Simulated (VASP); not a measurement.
# NbAs in VASP: a series of runs

The runs below take NbAs through single point, with PBE.

Everything below comes from runs of VASP 6.6.1. Logs are shortened: lines on timing, memory, paths and dates and some standing lists are left out, and cuts for length are marked.

**1. The cell of the first run**

The structure is orthorhombic, space group Immm (No. 71). Conventional cell: a = 3.693 Å, b = 3.768 Å, c = 5.276 Å, α = 90.00°, β = 90.00°, γ = 90.00°. Nb (site symmetry mmm) has 6 As at 2.64 Å within 3.5 Å. As (site symmetry mmm) has 6 Nb at 2.64 Å within 3.5 Å.

**2. Single point, PBE**

INCAR

```
SYSTEM = NbAs
PREC = Accurate
ENCUT = 520
EDIFF = 1E-6
ISMEAR = 0
SIGMA = 0.05
LREAL = .False.
LASPH = .True.
NELM = 100
ALGO = Normal
ISIF = 2
LWAVE = .False.
LCHARG = .False.
GGA = PE
NBANDS = 16
```

KPOINTS

```
regular mesh
0
Gamma
  12 12 12
  0 0 0
```

POSCAR

```
NbAs
1.0
   -0.0263776965      2.6377696511      2.6377696511
    2.6113919546      0.0000000000      2.6113919546
    2.6377696511      2.6377696511     -0.0263776965
Nb As
1 1
Direct
    0.5000000000      0.5000000000      0.5000000000
    0.0000000000      0.0000000000      0.0000000000
```

Potentials or basis: VASP PAW PBE potentials, release 64 (Nb_sv, As).

On the command line:

```sh
$ cat potpaw_PBE.64/Nb_sv/POTCAR potpaw_PBE.64/As/POTCAR > POTCAR
$ mpirun -np 1 vasp_std > vasp.out
```

OUTCAR:

```text
SYSTEM = NbAs
   PREC = Accurate
   ENCUT = 520
   EDIFF = 1E-6
   ISMEAR = 0
   LREAL = .False.
   LASPH = .True.
   NELM = 100
   ISIF = 2
   GGA = PE

 ion  position               nearest neighbor table
   1  0.500  0.500  0.500-   2 2.64   2 2.64   2 2.64   2 2.64   2 2.64   2 2.64
   2  0.000  0.000  0.000-   1 2.64   1 2.64   1 2.64   1 2.64   1 2.64   1 2.64

  LATTYP: Found a body centered orthorhombic cell.
 ALAT       =     3.6930659189
 B/A-ratio  =     1.0202020202
 C/A-ratio  =     1.4284985478

  Lattice vectors:

 A1 = (   2.6377696511,  -2.6377696511,  -0.0263776965)
 A2 = (  -2.6377696511,  -2.6377696511,   0.0263776965)
 A3 = (   0.0263776965,   2.6377696511,  -2.6377696511)

Analysis of symmetry for initial positions (statically):
=====================================================================
 Subroutine PRICEL returns:
 Original cell was already a primitive cell.

 Routine SETGRP: Setting up the symmetry group for a
 body centered orthorhombic supercell.

 Subroutine GETGRP returns: Found  8 space group operations
 (whereof  8 operations were pure point group operations)
 out of a pool of  8 trial point group operations.

The static configuration has the point symmetry D_2h.

Analysis of symmetry for dynamics (positions and initial velocities):
=====================================================================
 Subroutine PRICEL returns:
 Original cell was already a primitive cell.

 Routine SETGRP: Setting up the symmetry group for a
 body centered orthorhombic supercell.

 Subroutine GETGRP returns: Found  8 space group operations
 (whereof  8 operations were pure point group operations)
 out of a pool of  8 trial point group operations.

The dynamic configuration has the point symmetry D_2h.

 Subroutine INISYM returns: Found  8 space group operations
 (whereof  8 operations are pure point group operations),
 and found     1 'primitive' translations

----------------------------------------------------------------------------------------

                                     Primitive cell

  volume of cell :      36.7026

  direct lattice vectors                    reciprocal lattice vectors
    -0.026377696  2.637769651  2.637769651    -0.187677307  0.189554080  0.187677307
     2.611391955  0.000000000  2.611391955     0.191468768 -0.189554080  0.191468768
     2.637769651  2.637769651 -0.026377696     0.187677307  0.189554080 -0.187677307

  length of vectors
     3.730462873  3.693065919  3.730462873     0.326153787  0.330531886  0.326153787

  position of ions in fractional coordinates (direct lattice)
     0.500000000  0.500000000  0.500000000
     0.000000000  0.000000000  0.000000000

  ion indices of the primitive-cell ions
   primitive index   ion index
                 1           1
                 2           2

----------------------------------------------------------------------------------------

 KPOINTS: regular mesh

Automatic generation of k-mesh.
 Grid dimensions read from file:
 generate k-points for:   12   12   12

 Generating k-lattice:

  Cartesian coordinates                     Fractional coordinates (reciprocal lattice)
    -0.015639776  0.015796173  0.015639776     0.083333333  0.000000000 -0.000000000
     0.015955731 -0.015796173  0.015955731     0.000000000  0.083333333  0.000000000
     0.015639776  0.015796173 -0.015639776    -0.000000000  0.000000000  0.083333333

  Length of vectors
     0.027179482  0.027544324  0.027179482

  Shift w.r.t. Gamma in fractional coordinates (k-lattice)
     0.000000000  0.000000000  0.000000000

 Subroutine IBZKPT returns following result:
 ===========================================

 Found    280 irreducible k-points:

 Following reciprocal coordinates:
            Coordinates               Weight
  0.000000  0.000000  0.000000      1.000000
  0.083333  0.000000 -0.000000      4.000000
  0.166667  0.000000 -0.000000      4.000000
  0.250000  0.000000 -0.000000      4.000000
  0.333333  0.000000 -0.000000      4.000000
  0.416667  0.000000 -0.000000      4.000000
[... 16 lines left out ...]
  0.250000  0.166667  0.000000      8.000000
  0.333333  0.166667 -0.000000      8.000000
 [... further k-points ...]
   k-points           NKPTS =    280   k-points in BZ     NKDIM =    280   number of bands    NBANDS=     16
   number of dos      NEDOS =    301   number of ions     NIONS =      2
   total plane-waves  NPLWV =  21952
   dimension x,y,z NGX =    28 NGY =   28 NGZ =   28
   dimension x,y,z NGXF=    56 NGYF=   56 NGZF=   56
   ions per type =               1   1
   NGX,Y,Z   is equivalent  to a cutoff of  12.48, 12.60, 12.48 a.u.
   NGXF,Y,Z  is equivalent  to a cutoff of  24.96, 25.21, 24.96 a.u.
 SYSTEM =  NbAs
   PREC   = accura    normal or accurate (medium, high low for compatibility)
   ISTART =      0    job   : 0-new  1-cont  2-samecut
   ICHARG =      2    charge: 1-file 2-atom 10-const
   ISPIN  =      1    spin polarized calculation?
   LNONCOLLINEAR =      F non collinear calculations
   LSORBIT =      F    spin-orbit coupling
   LASPH  =      T    aspherical Exc in radial PAW
   ENCUT  =  520.0 eV  38.22 Ry    6.18 a.u.   6.94  6.87  6.94*2*pi/ulx,y,z
   NELM   =    100;   NELMIN=  2; NELMDL= -5     # of ELM steps
   EDIFF  = 0.1E-05   stopping-criterion for ELM
   LREAL  =      F    real-space projection
   EDIFFG = 0.1E-04   stopping-criterion for IOM
   NSW    =      0    number of steps for IOM
   IBRION =     -1    ionic relax: 0-MD 1-quasi-New 2-CG
   NFREE  =      0    steps in history (QN), initial steepest desc. (CG)
   ISIF   =      2    stress and relaxation
   ISYM   =      2    0-nonsym 1-usesym 2-fastsym
   POTIM  = 0.5000    time-step for ionic-motion
   TEBEG  =    0.0;   TEEND  =   0.0 temperature during run
   PSTRESS=    0.0 pullay stress
   NELECT =      18.0000    total number of electrons
   NUPDOWN=      -1.0000    fix difference up-down
   EMIN   =  10.00;   EMAX   =-10.00  energy-range for DOS
   EFERMI =   0.00;   METHOD = LEGACY
   ISMEAR =     0;   SIGMA  =   0.05  broadening in eV -4-tet -1-fermi 0-gaus
   EFERMI_NEDOS =   21; number of points for ismear=-14 and -15
   IALGO  =     38    algorithm
   IMIX   =      4    mixing-type and parameters
     AMIX     =   0.40;   BMIX     =  1.00
     AMIX_MAG =   1.60;   BMIX_MAG =  1.00
  volume/ion in A,a.u.               =      18.35       123.84
  Fermi-wavevector in a.u.,A,eV,Ry     =   1.291021  2.439676 22.677306  1.666735
  Thomas-Fermi vector in A             =   2.422817
   LORBIT       =      0    0 simple, 1 ext, 2 COOP (PROOUT), +10 PAW based schemes
   GGA     = PE    functional components
   LHFCALC =     F    Hartree Fock is set to
   AEXX    =    0.0000 exact exchange contribution
   IVDW    =     0    specifies the selected vdW correction
   LEPSILON=     F    determine dielectric tensor
   LRPA    =     F    only Hartree local field effects (RPA)
 non-spin polarized calculation
 Gauss-broadening in eV      SIGMA  =   0.05
  energy-cutoff  :      520.00
  volume of cell :       36.70
 maximum number of plane-waves:      1008
   NGX = 13   NGY = 13   NGZ = 13

 number of electron      17.9999999 magnetization

 Free energy of the ion-electron system (eV)
  ---------------------------------------------------
  ext. energy  EPLUGINS =         0.00000000
  ---------------------------------------------------
  free energy    TOTEN  =       -15.36433122 eV

  energy without entropy =      -15.36131381  energy(sigma->0) =      -15.36282252

 E-fermi :   9.6492     XC(G=0): -11.5595

 val. band max:        9.6487104867   @ k =  -0.3333   0.0000   0.0833
 cond. band min:       9.6492386530   @ k =  -0.4167  -0.0833   0.0833
 fundamental gap:      0.0005281663
 Fermi energy:         9.6491639689

 k-point     1 :       0.0000    0.0000    0.0000
  band No.  band energies     occupation
      1     -46.1151      2.00000
      2     -22.1539      2.00000
      3     -22.1473      2.00000
      4     -22.1462      2.00000
      5      -3.7646      2.00000
      6       8.1145      2.00000
[... 8 lines left out ...]
     15      17.2493      0.00000
     16      22.5860      0.00000

 k-point     2 :       0.0833    0.0000   -0.0000
  band No.  band energies     occupation
      1     -46.1143      2.00000
      2     -22.1635      2.00000
      3     -22.1486      2.00000
      4     -22.1482      2.00000
      5      -3.6602      2.00000
      6       7.6004      2.00000
[... 8 lines left out ...]
     15      17.4461      0.00000
     16      21.7549      0.00000

 k-point     3 :       0.1667    0.0000   -0.0000
  band No.  band energies     occupation
      1     -46.1122      2.00000
      2     -22.1939      2.00000
      3     -22.1512      2.00000
      4     -22.1507      2.00000
      5      -3.3577      2.00000
      6       6.4542      2.00000
[... 8 lines left out ...]
     15      17.8223      0.00000
     16      20.8747      0.00000

 k-point     4 :       0.2500    0.0000   -0.0000
  band No.  band energies     occupation
      1     -46.1093      2.00000
      2     -22.2358      2.00000
      3     -22.1540      2.00000
      4     -22.1540      2.00000
      5      -2.8919      2.00000
      6       5.1831      2.00000
[... 8 lines left out ...]
     15      18.6958      0.00000
     16      19.5297      0.00000
[... 324 lines left out ...]
 k-point    22 :       0.1667    0.1667    0.0000
  band No.  band energies     occupation
      1     -46.1110      2.00000
      2     -22.1881      2.00000
      3     -22.1651      2.00000
      4     -22.1606      2.00000
      5      -3.2547      2.00000
      6       5.7718      2.00000
[... 8 lines left out ...]
     15      18.2480      0.00000
     16      20.0870      0.00000

 k-point    23 :       0.2500    0.1667    0.0000
  band No.  band energies     occupation
      1     -46.1088      2.00000
      2     -22.2145      2.00000
      3     -22.1694      2.00000
      4     -22.1658      2.00000
      5      -2.9609      2.00000
      6       5.1169      2.00000
[... 8 lines left out ...]
     15      18.6811      0.00000
     16      18.7099      0.00000

 k-point    24 :       0.3333    0.1667   -0.0000
  band No.  band energies     occupation
      1     -46.1061      2.00000
      2     -22.2488      2.00000
      3     -22.1735      2.00000
      4     -22.1706      2.00000
      5      -2.5542      2.00000
      6       4.4883      2.00000
[... 8 lines left out ...]
     15      17.8696      0.00000
     16      19.3452      0.00000

 [... further k-points ...]

------------------------ aborting loop because EDIFF is reached ----------------------------------------

  FORCE on cell =-STRESS in cart. coord.  units (eV):
  Direction    XX          YY          ZZ          XY          YZ          ZX
  --------------------------------------------------------------------------------------
  -------------------------------------------------------------------------------------
  Total       -0.0415765      0.0067022     -0.0415765      0.0000000      0.0000000      0.0502165
  in kB       -1.8149366      0.2925728     -1.8149366      0.0000000      0.0000000      2.1920965
  external PRESSURE =      -1.1124335 kB  Pullay stress =       0.0000000 kB

 VOLUME and BASIS-vectors are now :
 -----------------------------------------------------------------------------
  energy-cutoff  :      520.00
  volume of cell :       36.70
      direct lattice vectors                 reciprocal lattice vectors
    -0.026377696  2.637769651  2.637769651    -0.187677307  0.189554080  0.187677307
     2.611391955  0.000000000  2.611391955     0.191468768 -0.189554080  0.191468768
     2.637769651  2.637769651 -0.026377696     0.187677307  0.189554080 -0.187677307

 POSITION                                       TOTAL-FORCE (eV/Angst)
 -----------------------------------------------------------------------------------
      2.61139      2.63777      2.61139         0.000000      0.000000      0.000000
      0.00000      0.00000      0.00000        -0.000000      0.000000     -0.000000
 -----------------------------------------------------------------------------------
    total drift:                                0.000000      0.000000      0.000000

  FREE ENERGIE OF THE ION-ELECTRON SYSTEM (eV)
  ---------------------------------------------------
  free  energy   TOTEN  =       -15.3643312248 eV

  energy  without entropy=      -15.3613138069  energy(sigma->0) =      -15.36282252
```

Wall time 1.8 min (1 thread of AMD EPYC 7R13 (Zen 3), shared host); peak memory 0.26 GiB.

Results:

| Quantity | Value |
| --- | --- |
| Free energy | -15.3643 eV |
| Pressure | -0.1 GPa |
| Band gap on the k mesh | zero (bands 9 and 10 overlap by 1.83 eV) |

Stress tensor (GPa, compression positive):
```
-0.18  0.00  0.22
 0.00  0.03  0.00
 0.22  0.00 -0.18
```

Levels at points of the mesh, in eV from the Fermi level:
| k point | band 5 | band 6 | band 7 | band 8 | band 9 | band 10 | band 11 | band 12 | band 13 | band 14 |
| --- | --- | --- | --- | --- | --- | --- | --- | --- | --- | --- |
| (0.00, 0.00, 0.00) | -13.41 | -1.53 | -1.46 | -1.37 | -0.87 | -0.86 | -0.21 | -0.12 | -0.03 | 4.78 |
| (0.50, 0.00, 0.00) | -11.24 | -6.87 | -4.33 | -4.22 | 0.55 | 0.66 | 1.46 | 3.29 | 6.62 | 6.70 |
| (0.00, 0.50, 0.00) | -11.17 | -6.85 | -4.42 | -4.32 | 0.61 | 0.70 | 1.55 | 3.17 | 6.68 | 6.69 |
| (0.50, 0.50, 0.00) | -11.88 | -4.89 | -3.20 | -2.00 | -1.99 | 0.07 | 1.28 | 1.29 | 2.46 | 4.13 |
| (0.50, 0.00, 0.50) | -11.88 | -4.88 | -3.20 | -2.12 | -1.86 | 0.07 | 1.29 | 1.29 | 2.45 | 4.13 |

**3. Single point, PBE (atoms moved at random and the cell strained at random)**

INCAR

```
SYSTEM = NbAs
PREC = Accurate
ENCUT = 520
EDIFF = 1E-6
ISMEAR = 0
SIGMA = 0.05
LREAL = .FALSE.
LASPH = .TRUE.
NELM = 100
ALGO = Normal
ISIF = 2
LWAVE = .FALSE.
LCHARG = .FALSE.
GGA = PE
NBANDS = 16
```

KPOINTS

```
regular mesh
0
G
  12 12 12
  0 0 0
```

POSCAR

```
NbAs
1.0
   -0.0144442369      2.6342088976      2.6068246942
    2.6424859700     -0.0033094701      2.5956899274
    2.6346801724      2.6152683332      0.0044963275
Nb As
1 1
Direct
    0.4935909738      0.5047003359      0.4890380215
    0.0064090262     -0.0047003359      0.0109619785
```

Potentials or basis: VASP PAW PBE potentials, release 64 (Nb_sv, As).

On the command line:

```sh
$ cat potpaw_PBE.64/Nb_sv/POTCAR potpaw_PBE.64/As/POTCAR > POTCAR
$ mpirun -np 1 vasp_std > vasp.out
```

It took 5.5 min on 1 thread of AMD EPYC 7R13 (Zen 3), shared host; peak memory 0.57 GiB.

It converged, with:

```yaml
Free_energy: -15.3222 eV
Pressure: 3.0 GPa
Largest_force: 0.682 eV/Å
Band_gap_on_the_k_mesh: zero (bands 9 and 10 overlap by 1.86 eV)
```

Forces in eV/Å, atoms in the order of the input:
```
Nb   0.189  0.651  0.080
As  -0.189 -0.651 -0.080
```

Stress tensor (GPa, compression positive):
```
-0.22  0.03  0.00
 0.03  4.15 -0.09
 0.00 -0.09  5.14
```

Levels at points of the mesh, in eV from the Fermi level:
```tsv
k point	band 7	band 8	band 9	band 10	band 11	band 12
(0.00, 0.00, 0.00)	-1.55	-1.48	-1.17	-0.90	0.03	0.06
(0.50, 0.00, 0.00)	-4.35	-4.31	0.59	0.66	1.50	3.23
(0.00, 0.50, 0.00)	-4.41	-4.33	0.58	0.71	1.54	3.18
(0.50, 0.50, 0.00)	-3.39	-2.15	-1.87	0.17	1.31	1.34
(0.00, 0.00, 0.50)	-4.44	-4.38	0.63	0.70	1.57	3.18
(0.50, 0.00, 0.50)	-3.29	-2.01	-1.96	0.09	1.28	1.36
(0.00, 0.50, 0.50)	-3.40	-1.98	-1.82	0.12	1.30	1.36
(0.50, 0.50, 0.50)	-4.44	-4.36	0.64	0.67	1.56	3.21
```

Caveat: the cell differs from its parent crystal (atoms moved at random and the cell strained at random); the cell stands under pressure.

**4. Single point, PBE (atoms moved at random and the cell strained at random)**

INCAR

```
PREC = Accurate
ENCUT = 520
EDIFF = 1E-6
ISMEAR = 0
SIGMA = 0.05
LREAL = False
LASPH = True
NELM = 60
ALGO = Normal
ISIF = 2
LWAVE = False
LCHARG = True
GGA = PE
LELF = True
LVHAR = True
NBANDS = 16
```

KPOINTS

```
regular mesh
0
Gamma
  12 12 12
```

POSCAR

```
NbAs
1.0
   -0.0041597528      2.6155880654      2.6263351906
    2.6553779771     -0.0053467605      2.6275221982
    2.6614685690      2.6228656649     -0.0114373523
Nb As
1 1
Direct
    0.5016766497      0.4976564845      0.4993842811
   -0.0016766497      0.0023435155      0.0006157189
```

On the command line:

```sh
$ cat potpaw_PBE.64/Nb_sv/POTCAR potpaw_PBE.64/As/POTCAR > POTCAR
$ mpirun -np 1 vasp_std > vasp.out
```

It took 5.8 min on 1 thread of AMD EPYC 7R13 (Zen 3), shared host; peak memory 0.57 GiB.

It converged, with:

- Free energy: -15.3602 eV
- Pressure: -0.1 GPa
- Largest force: 0.098 eV/Å
- Band gap on the k mesh: zero (bands 9 and 10 overlap by 1.84 eV)

Forces on the atoms (eV/Å):
```
Nb   0.085 -0.041  0.024
As  -0.085  0.041 -0.024
```

Stress tensor (GPa, compression positive):
```
-2.48 -0.01  0.07
-0.01  1.59 -0.01
 0.07 -0.01  0.54
```

Levels at points of the mesh, in eV from the Fermi level:
| k point | band 7 | band 8 | band 9 | band 10 | band 11 | band 12 |
| --- | --- | --- | --- | --- | --- | --- |
| (0.00, 0.00, 0.00) | -1.44 | -1.39 | -0.90 | -0.84 | -0.15 | -0.12 |
| (0.50, 0.00, 0.00) | -4.34 | -4.30 | 0.60 | 0.67 | 1.50 | 3.22 |
| (0.00, 0.50, 0.00) | -4.34 | -4.30 | 0.63 | 0.64 | 1.50 | 3.23 |
| (0.50, 0.50, 0.00) | -3.19 | -2.02 | -1.99 | 0.08 | 1.26 | 1.32 |
| (0.00, 0.00, 0.50) | -4.30 | -4.28 | 0.61 | 0.64 | 1.48 | 3.25 |
| (0.50, 0.00, 0.50) | -3.19 | -2.06 | -2.01 | 0.10 | 1.26 | 1.31 |
| (0.00, 0.50, 0.50) | -3.20 | -1.97 | -1.90 | 0.05 | 1.28 | 1.30 |
| (0.50, 0.50, 0.50) | -4.35 | -4.32 | 0.62 | 0.67 | 1.51 | 3.20 |

Caveat: the cell differs from its parent crystal (atoms moved at random and the cell strained at random).

**5. Overview**

| cell | gap on the mesh (eV) | pressure (GPa) | largest force (eV/Å) |
| --- | --- | --- | --- |
| a = 3.730, b = 3.693 Å, angles 60.3, 60.7, 60.3°, 2 atoms, atomic positions A | none | -0.1 | - |
| a = 3.706, b = 3.704, c = 3.712 Å, angles 59.6, 60.1, 60.7°, 2 atoms, atomic positions B | none | 3.0 | 0.68 |
| a = 3.707, b = 3.736, c = 3.737 Å, angles 59.8, 60.5, 60.2°, 2 atoms, atomic positions C | none | -0.1 | 0.10 |

Alike in all rows: task single point; level PBE; potentials or basis VASP PAW PBE potentials, release 64 (Nb_sv, As); no spin polarisation; k mesh 12 × 12 × 12; cutoff (eV) 520; smearing gaussian 0.05 eV.

Caveats: the cell stands under pressure (at least some runs).

Absolute energies hang on the potentials; compare differences alone.
